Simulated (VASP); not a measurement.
# Ga3Sb (I4/mmm) in VASP: notebook

Ga3Sb is run at these levels: PBE+D3(BJ); tasks: single point.

All numbers are computed with VASP 6.6.1; they aren't measurements. Logs are shortened: lines on timing, memory, paths and dates and some standing lists are left out, and cuts for length are marked.

## Step 1: The cell of the first run

Symmetry: I4/mmm, No. 139, tetragonal system. Conventional cell: a = 4.611 Å, b = 4.611 Å, c = 8.486 Å, α = 90.00°, β = 90.00°, γ = 90.00°. Ga (site symmetry -4m2) has 10 Ga at 3.13 to 4.24 Å and 4 Sb at 3.13 Å within 4.3 Å. Within 4.3 Å of Ga (site symmetry 4/mmm) lie 8 Ga at 3.13 Å and 6 Sb at 3.26 to 4.24 Å. Within 4.3 Å of Sb (site symmetry 4/mmm) lie 14 Ga at 3.13 to 4.24 Å.

## Step 2: Single point, PBE+D3(BJ) (22.55 Å³/atom)

The input, INCAR:

```
SYSTEM = Ga3Sb
PREC = Accurate
ENCUT = 520
EDIFF = 1E-7
ISMEAR = 0
SIGMA = 0.15
LREAL = .False.
LASPH = .True.
NELM = 60
ALGO = Fast
ISIF = 2
LWAVE = .False.
LCHARG = .False.
GGA = PE
IVDW = 12
NBANDS = 30
```

The input, KPOINTS:

```
Automatic mesh
0
Gamma
  14 14 14
  0 0 0
```

The input, POSCAR:

```
Ga3Sb
1.0
   -2.3053612539      2.3053612539      4.2427682200
    2.3053612539     -2.3053612539      4.2427682200
    2.3053612539      2.3053612539     -4.2427682200
Ga Sb
3 1
Direct
    0.7500000000      0.2500000000      0.5000000000
    0.2500000000      0.7500000000      0.5000000000
    0.5000000000      0.5000000000      0.0000000000
    0.0000000000      0.0000000000      0.0000000000
```

Potentials or basis: VASP PAW PBE potentials, release 64 (Ga_d, Sb).

The run is started by

```sh
$ cat potpaw_PBE.64/Ga_d/POTCAR potpaw_PBE.64/Sb/POTCAR > POTCAR
$ mpirun -np 1 vasp_std > vasp.out
```

OUTCAR:

```text
SYSTEM = Ga3Sb
   PREC = Accurate
   ENCUT = 520
   EDIFF = 1E-7
   ISMEAR = 0
   LREAL = .False.
   LASPH = .True.
   NELM = 60
   ISIF = 2
   GGA = PE
   IVDW = 12
 IVDW          = 12

 ion  position               nearest neighbor table
   1  0.750  0.250  0.500-   4 3.13   4 3.13   4 3.13   4 3.13
   2  0.250  0.750  0.500-   4 3.13   4 3.13   4 3.13   4 3.13
   3  0.500  0.500  0.000-   4 3.26   4 3.26   4 3.26   4 3.26
   4  0.000  0.000  0.000-   1 3.13   2 3.13   1 3.13   2 3.13   1 3.13   2 3.13   1 3.13   2 3.13
                             3 3.26   3 3.26   3 3.26   3 3.26

  LATTYP: Found a body centered tetragonal cell.
 ALAT       =     4.6107225078
 C/A-ratio  =     1.8403919181

  Lattice vectors:

 A1 = (  -2.3053612539,   2.3053612539,   4.2427682200)
 A2 = (   2.3053612539,  -2.3053612539,   4.2427682200)
 A3 = (   2.3053612539,   2.3053612539,  -4.2427682200)

Analysis of symmetry for initial positions (statically):
=====================================================================
 Subroutine PRICEL returns:
 Original cell was already a primitive cell.

 Routine SETGRP: Setting up the symmetry group for a
 body centered tetragonal supercell.

 Subroutine GETGRP returns: Found 16 space group operations
 (whereof 16 operations were pure point group operations)
 out of a pool of 16 trial point group operations.

The static configuration has the point symmetry D_4h.

Analysis of symmetry for dynamics (positions and initial velocities):
=====================================================================
 Subroutine PRICEL returns:
 Original cell was already a primitive cell.

 Routine SETGRP: Setting up the symmetry group for a
 body centered tetragonal supercell.

 Subroutine GETGRP returns: Found 16 space group operations
 (whereof 16 operations were pure point group operations)
 out of a pool of 16 trial point group operations.

The dynamic configuration has the point symmetry D_4h.

 Subroutine INISYM returns: Found 16 space group operations
 (whereof 16 operations are pure point group operations),
 and found     1 'primitive' translations

----------------------------------------------------------------------------------------

                                     Primitive cell

  volume of cell :      90.1960

  direct lattice vectors                    reciprocal lattice vectors
    -2.305361254  2.305361254  4.242768220     0.000000000  0.216885748  0.117847588
     2.305361254 -2.305361254  4.242768220     0.216885748  0.000000000  0.117847588
     2.305361254  2.305361254 -4.242768220     0.216885748  0.216885748  0.000000000

  length of vectors
     5.350744172  5.350744172  5.350744172     0.246834928  0.246834928  0.306722766

  position of ions in fractional coordinates (direct lattice)
     0.750000000  0.250000000  0.500000000
     0.250000000  0.750000000  0.500000000
     0.500000000  0.500000000  0.000000000
     0.000000000  0.000000000  0.000000000

  ion indices of the primitive-cell ions
   primitive index   ion index
                 1           1
                 2           2
                 3           3
                 4           4

----------------------------------------------------------------------------------------

 KPOINTS: Automatic mesh

Automatic generation of k-mesh.
 Grid dimensions read from file:
 generate k-points for:   14   14   14

 Generating k-lattice:

  Cartesian coordinates                     Fractional coordinates (reciprocal lattice)
     0.000000000  0.015491839  0.008417685     0.071428571 -0.000000000  0.000000000
     0.015491839  0.000000000  0.008417685    -0.000000000  0.071428571  0.000000000
     0.015491839  0.015491839  0.000000000     0.000000000  0.000000000  0.071428571

  Length of vectors
     0.017631066  0.017631066  0.021908769

  Shift w.r.t. Gamma in fractional coordinates (k-lattice)
     0.000000000  0.000000000  0.000000000

 Subroutine IBZKPT returns following result:
 ===========================================

 Found    244 irreducible k-points:

 Following reciprocal coordinates:
            Coordinates               Weight
  0.000000  0.000000  0.000000      1.000000
  0.071429  0.000000 -0.000000      8.000000
  0.142857  0.000000  0.000000      8.000000
  0.214286 -0.000000  0.000000      8.000000
  0.285714  0.000000  0.000000      8.000000
  0.357143 -0.000000  0.000000      8.000000
[... 16 lines left out ...]
  0.214286  0.142857  0.000000     16.000000
  0.285714  0.142857  0.000000     16.000000
 [... further k-points ...]
   k-points           NKPTS =    244   k-points in BZ     NKDIM =    244   number of bands    NBANDS=     30
   number of dos      NEDOS =    301   number of ions     NIONS =      4
   total plane-waves  NPLWV =  64000
   dimension x,y,z NGX =    40 NGY =   40 NGZ =   40
   dimension x,y,z NGXF=    80 NGYF=   80 NGZF=   80
   ions per type =               3   1
   NGX,Y,Z   is equivalent  to a cutoff of  12.43, 12.43, 12.43 a.u.
   NGXF,Y,Z  is equivalent  to a cutoff of  24.86, 24.86, 24.86 a.u.
 SYSTEM =  Ga3Sb
   PREC   = accura    normal or accurate (medium, high low for compatibility)
   ISTART =      0    job   : 0-new  1-cont  2-samecut
   ICHARG =      2    charge: 1-file 2-atom 10-const
   ISPIN  =      1    spin polarized calculation?
   LNONCOLLINEAR =      F non collinear calculations
   LSORBIT =      F    spin-orbit coupling
   LASPH  =      T    aspherical Exc in radial PAW
   ENCUT  =  520.0 eV  38.22 Ry    6.18 a.u.   9.95  9.95  9.95*2*pi/ulx,y,z
   NELM   =     60;   NELMIN=  2; NELMDL= -5     # of ELM steps
   EDIFF  = 0.1E-06   stopping-criterion for ELM
   LREAL  =      F    real-space projection
   EDIFFG = 0.1E-05   stopping-criterion for IOM
   NSW    =      0    number of steps for IOM
   IBRION =     -1    ionic relax: 0-MD 1-quasi-New 2-CG
   NFREE  =      0    steps in history (QN), initial steepest desc. (CG)
   ISIF   =      2    stress and relaxation
   ISYM   =      2    0-nonsym 1-usesym 2-fastsym
   POTIM  = 0.5000    time-step for ionic-motion
   TEBEG  =    0.0;   TEEND  =   0.0 temperature during run
   PSTRESS=    0.0 pullay stress
   NELECT =      44.0000    total number of electrons
   NUPDOWN=      -1.0000    fix difference up-down
   EMIN   =  10.00;   EMAX   =-10.00  energy-range for DOS
   EFERMI =   0.00;   METHOD = LEGACY
   ISMEAR =     0;   SIGMA  =   0.15  broadening in eV -4-tet -1-fermi 0-gaus
   EFERMI_NEDOS =   21; number of points for ismear=-14 and -15
   IALGO  =     68    algorithm
   IMIX   =      4    mixing-type and parameters
     AMIX     =   0.40;   BMIX     =  1.00
     AMIX_MAG =   1.60;   BMIX_MAG =  1.00
  volume/ion in A,a.u.               =      22.55       152.17
  Fermi-wavevector in a.u.,A,eV,Ry     =   1.288734  2.435354 22.597038  1.660835
  Thomas-Fermi vector in A             =   2.420670
   LORBIT       =      0    0 simple, 1 ext, 2 COOP (PROOUT), +10 PAW based schemes
   GGA     = PE    functional components
   LHFCALC =     F    Hartree Fock is set to
   AEXX    =    0.0000 exact exchange contribution
   IVDW    =    12    specifies the selected vdW correction
   LEPSILON=     F    determine dielectric tensor
   LRPA    =     F    only Hartree local field effects (RPA)
 non-spin polarized calculation
 RMM-DIIS sequential band-by-band and
 Gauss-broadening in eV      SIGMA  =   0.15
  energy-cutoff  :      520.00
  volume of cell :       90.20
 maximum number of plane-waves:      2453
   NGX = 19   NGY = 19   NGZ = 19

 number of electron      44.0000024 magnetization

 Free energy of the ion-electron system (eV)
  ---------------------------------------------------
  ext. energy  EPLUGINS =         0.00000000
  ---------------------------------------------------
  free energy    TOTEN  =       -12.59047283 eV

  energy without entropy =      -12.57560042  energy(sigma->0) =      -12.58303662

 E-fermi :   5.8122     XC(G=0): -10.3899

 val. band max:        5.8118295098   @ k =  -0.0714   0.0714   0.0000
 cond. band min:       5.8147738609   @ k =  -0.2857   0.3571   0.2857
 fundamental gap:      0.0029443511
 Fermi energy:         5.8122059619

 k-point     1 :       0.0000    0.0000    0.0000
  band No.  band energies     occupation
      1      -9.1303      2.00000
      2      -9.1036      2.00000
      3      -9.0834      2.00000
      4      -9.0834      2.00000
      5      -9.0816      2.00000
      6      -9.0641      2.00000
[... 22 lines left out ...]
     29      11.6130      0.00000
     30      12.1013      0.00000

 k-point     2 :       0.0714    0.0000   -0.0000
  band No.  band energies     occupation
      1      -9.1284      2.00000
      2      -9.1032      2.00000
      3      -9.0888      2.00000
      4      -9.0862      2.00000
      5      -9.0752      2.00000
      6      -9.0680      2.00000
[... 22 lines left out ...]
     29      11.9222      0.00000
     30      12.4086      0.00000

 k-point     3 :       0.1429    0.0000    0.0000
  band No.  band energies     occupation
      1      -9.1228      2.00000
      2      -9.1043      2.00000
      3      -9.0927      2.00000
      4      -9.0892      2.00000
      5      -9.0760      2.00000
      6      -9.0637      2.00000
[... 22 lines left out ...]
     29      12.6831      0.00000
     30      13.1765      0.00000

 k-point     4 :       0.2143   -0.0000    0.0000
  band No.  band energies     occupation
      1      -9.1141      2.00000
      2      -9.1069      2.00000
      3      -9.0998      2.00000
      4      -9.0829      2.00000
      5      -9.0796      2.00000
      6      -9.0546      2.00000
[... 22 lines left out ...]
     29      12.6783      0.00000
     30      13.6145      0.00000

 k-point     5 :       0.2857    0.0000    0.0000
  band No.  band energies     occupation
      1      -9.1087      2.00000
      2      -9.1075      2.00000
      3      -9.1005      2.00000
      4      -9.0821      2.00000
      5      -9.0732      2.00000
      6      -9.0451      2.00000
[... 22 lines left out ...]
     29      11.5875      0.00000
     30      12.3629      0.00000
[... 526 lines left out ...]
     29      11.8525      0.00000
     30      12.8889      0.00000

 k-point    22 :       0.1429    0.1429    0.0000
  band No.  band energies     occupation
      1      -9.1190      2.00000
      2      -9.1115      2.00000
      3      -9.0969      2.00000
      4      -9.0896      2.00000
      5      -9.0751      2.00000
      6      -9.0627      2.00000
[... 22 lines left out ...]
     29      11.7034      0.00000
     30      12.2843      0.00000

 k-point    23 :       0.2143    0.1429    0.0000
  band No.  band energies     occupation
      1      -9.1208      2.00000
      2      -9.1062      2.00000
      3      -9.0996      2.00000
      4      -9.0842      2.00000
      5      -9.0783      2.00000
      6      -9.0539      2.00000
[... 22 lines left out ...]
     29      10.5754      0.00000
     30      12.8134      0.00000

 k-point    24 :       0.2857    0.1429    0.0000
  band No.  band energies     occupation
      1      -9.1217      2.00000
      2      -9.1018      2.00000
      3      -9.0966      2.00000
      4      -9.0826      2.00000
      5      -9.0750      2.00000
      6      -9.0439      2.00000
[... 22 lines left out ...]
     29      11.0708      0.00000
     30      12.9056      0.00000

 [... further k-points ...]

------------------------ aborting loop because EDIFF is reached ----------------------------------------

 Edisp (eV)   -1.31869

 E8    (eV) :    -0.6121

  FORCE on cell =-STRESS in cart. coord.  units (eV):
  Direction    XX          YY          ZZ          XY          YZ          ZX
  --------------------------------------------------------------------------------------
  -------------------------------------------------------------------------------------
  Total      -1.89032    -1.89032    -1.85635     0.00000     0.00000     0.00000
  in kB     -33.57838   -33.57838   -32.97493     0.00000     0.00000     0.00000
  external pressure =      -33.38 kB  Pullay stress =        0.00 kB

 VOLUME and BASIS-vectors are now :
 -----------------------------------------------------------------------------
  energy-cutoff  :      520.00
  volume of cell :       90.20
      direct lattice vectors                 reciprocal lattice vectors
    -2.305361254  2.305361254  4.242768220     0.000000000  0.216885748  0.117847588
     2.305361254 -2.305361254  4.242768220     0.216885748  0.000000000  0.117847588
     2.305361254  2.305361254 -4.242768220     0.216885748  0.216885748  0.000000000

 POSITION                                       TOTAL-FORCE (eV/Angst)
 -----------------------------------------------------------------------------------
      0.00000      2.30536      2.12138        -0.000000      0.000000     -0.000000
      2.30536      0.00000      2.12138         0.000000     -0.000000      0.000000
      0.00000      0.00000      4.24277        -0.000000      0.000000      0.000000
      0.00000      0.00000      0.00000        -0.000000      0.000000      0.000000
 -----------------------------------------------------------------------------------
    total drift:                               -0.000000     -0.000000      0.000000

  FREE ENERGIE OF THE ION-ELECTRON SYSTEM (eV)
  ---------------------------------------------------
  free  energy   TOTEN  =       -13.9091588042 eV

  energy  without entropy=      -13.8942864012  energy(sigma->0) =      -13.90172260
```

It took 23 min on 1 thread of Oxide Virtual Turin-like, shared host; peak memory 0.63 GiB.

Results:

```yaml
Free_energy: -13.9092 eV
Pressure: -3.3 GPa
Band_gap_on_the_k_mesh: zero (bands 22 and 23 overlap by 4.20 eV)
Dispersion_energy_per_atom: -0.330 eV
```

Caveat: the cell stands under tension; spin-orbit coupling is left out, which moves the levels of the heavy elements.

## Step 3: Single point, PBE+D3(BJ) (21.71 Å³/atom)

This run uses another cell than the first one, of 21.71 Å³/atom.

The input, INCAR:

```
SYSTEM = Ga3Sb
PREC     = Accurate       ! precision mode
ENCUT    = 520            ! plane-wave cutoff, eV
EDIFF    = 1E-6           ! SCF threshold, eV
ISMEAR   = 0              ! smearing method
SIGMA    = 0.15           ! smearing width, eV
LREAL    = .False.        ! projectors in reciprocal space
LASPH    = .True.         ! aspherical terms in the spheres
NELM     = 60             ! most SCF steps
ALGO     = Fast           ! electronic algorithm
ISIF     = 2              ! what is computed and relaxed
LWAVE    = .False.        ! write WAVECAR
LCHARG   = .True.         ! write CHGCAR
GGA      = PE             ! functional
IVDW     = 12             ! dispersion correction
LELF     = .True.         ! ELF
LVHAR    = .True.       
NBANDS   = 30             ! bands
```

KPOINTS is that of step 2.

The input, POSCAR:

```
Ga3Sb
1.0
   -2.1425613119      2.1425613119      4.7301326083
    2.1425613119     -2.1425613119      4.7301326083
    2.1425613119      2.1425613119     -4.7301326083
Ga Sb
3 1
Direct
    0.7500000000      0.2500000000      0.5000000000
    0.2500000000      0.7500000000      0.5000000000
    0.5000000000      0.5000000000      0.0000000000
    0.0000000000      0.0000000000      0.0000000000
```

Potentials or basis: VASP PAW PBE potentials, release 64 (Ga_d, Sb).

The run is started by

```sh
$ cat potpaw_PBE.64/Ga_d/POTCAR potpaw_PBE.64/Sb/POTCAR > POTCAR
$ mpirun -np 1 vasp_std > vasp.out
```

OUTCAR:

```text
SYSTEM = Ga3Sb
   PREC = Accurate
   ENCUT = 520
   EDIFF = 1E-6
   ISMEAR = 0
   LREAL = .False.
   LASPH = .True.
   NELM = 60
   ISIF = 2
   GGA = PE
   IVDW = 12
 IVDW          = 12

 ion  position               nearest neighbor table
   1  0.750  0.250  0.500-   4 3.19   4 3.19   4 3.19   4 3.19
   2  0.250  0.750  0.500-   4 3.19   4 3.19   4 3.19   4 3.19
   3  0.500  0.500  0.000-   4 3.03   4 3.03   4 3.03   4 3.03
   4  0.000  0.000  0.000-   3 3.03   3 3.03   3 3.03   3 3.03   2 3.19   1 3.19   2 3.19   2 3.19
                             1 3.19   1 3.19   2 3.19   1 3.19

  LATTYP: Found a body centered tetragonal cell.
 ALAT       =     4.2851226238
 C/A-ratio  =     2.2077000000

  Lattice vectors:

 A1 = (  -2.1425613119,   2.1425613119,   4.7301326083)
 A2 = (   2.1425613119,  -2.1425613119,   4.7301326083)
 A3 = (   2.1425613119,   2.1425613119,  -4.7301326083)

Analysis of symmetry for initial positions (statically):
=====================================================================
 Subroutine PRICEL returns:
 Original cell was already a primitive cell.

 Routine SETGRP: Setting up the symmetry group for a
 body centered tetragonal supercell.

[... 175 lines left out ...]
 cond. band min:       6.1217982734   @ k =  -0.0714   0.1429   0.0714
 fundamental gap:      0.0027562322
 Fermi energy:         6.1206837595

 k-point     1 :       0.0000    0.0000    0.0000
  band No.  band energies     occupation
      1      -8.8212      2.00000
      2      -8.7719      2.00000
      3      -8.7574      2.00000
      4      -8.7151      2.00000
      5      -8.7151      2.00000
      6      -8.7091      2.00000
[... 781 lines left out ...]
     29      10.9146      0.00000
     30      13.8580      0.00000

 [... further k-points ...]

------------------------ aborting loop because EDIFF is reached ----------------------------------------

 Edisp (eV)   -1.37093

 E8    (eV) :    -0.6365

  FORCE on cell =-STRESS in cart. coord.  units (eV):
  Direction    XX          YY          ZZ          XY          YZ          ZX
  --------------------------------------------------------------------------------------
  -------------------------------------------------------------------------------------
  Total      -1.05377    -1.05377    -1.32949     0.00000     0.00000     0.00000
  in kB     -19.43824   -19.43824   -24.52433     0.00000     0.00000     0.00000
  external pressure =      -21.13 kB  Pullay stress =        0.00 kB

 VOLUME and BASIS-vectors are now :
 -----------------------------------------------------------------------------
  energy-cutoff  :      520.00
  volume of cell :       86.86
      direct lattice vectors                 reciprocal lattice vectors
    -2.142561312  2.142561312  4.730132608     0.000000000  0.233365550  0.105705282
     2.142561312 -2.142561312  4.730132608     0.233365550  0.000000000  0.105705282
     2.142561312  2.142561312 -4.730132608     0.233365550  0.233365550  0.000000000

 POSITION                                       TOTAL-FORCE (eV/Angst)
 -----------------------------------------------------------------------------------
     -0.00000      2.14256      2.36507         0.000000     -0.000000      0.000000
      2.14256     -0.00000      2.36507        -0.000000      0.000000      0.000000
      0.00000      0.00000      4.73013         0.000000     -0.000000     -0.000000
      0.00000      0.00000      0.00000         0.000000     -0.000000     -0.000000
 -----------------------------------------------------------------------------------
    total drift:                               -0.000000      0.000000      0.000000

  FREE ENERGIE OF THE ION-ELECTRON SYSTEM (eV)
  ---------------------------------------------------
  free  energy   TOTEN  =       -13.9399173577 eV

  energy  without entropy=      -13.9193770511  energy(sigma->0) =      -13.92964720
```

stdout:

```text
POSCAR found type information on POSCAR GaSb
 POSCAR found :  2 types and       4 ions
 scaLAPACK will be used
 LDA part: xc-table for (Slater+PW92), standard interpolation
 POSCAR, INCAR and KPOINTS ok, starting setup
 FFT: planning ... GRIDC
 FFT: planning ... GRID_SOFT
 FFT: planning ... GRID
 WAVECAR not read
 entering main loop
```

Wall time 22 min (1 thread of Oxide Virtual Turin-like, shared host); peak memory 0.62 GiB.

Results:

| Property | Result |
| --- | --- |
| Free energy | -13.9399 eV |
| Pressure | -2.1 GPa |
| Band gap on the k mesh | zero (bands 22 and 23 overlap by 4.40 eV) |
| Dispersion energy per atom | -0.343 eV |

Levels at points of the mesh, in eV from the Fermi level:
| k point | band 20 | band 21 | band 22 | band 23 | band 24 | band 25 |
| --- | --- | --- | --- | --- | --- | --- |
| (0.00, 0.00, 0.00) | -1.83 | -1.79 | -1.79 | -0.28 | -0.28 | 0.99 |
| (0.50, 0.00, 0.00) | -0.91 | -0.46 | -0.18 | 0.49 | 1.59 | 2.77 |
| (0.50, 0.50, 0.00) | -4.78 | -4.12 | -0.62 | -0.04 | 0.27 | 1.05 |
| (0.50, 0.50, 0.50) | -2.96 | -2.36 | 2.13 | 2.67 | 2.67 | 3.93 |

Caveat: spin-orbit coupling is left out, which moves the levels of the heavy elements.

(Continued in part 2 of 2.)
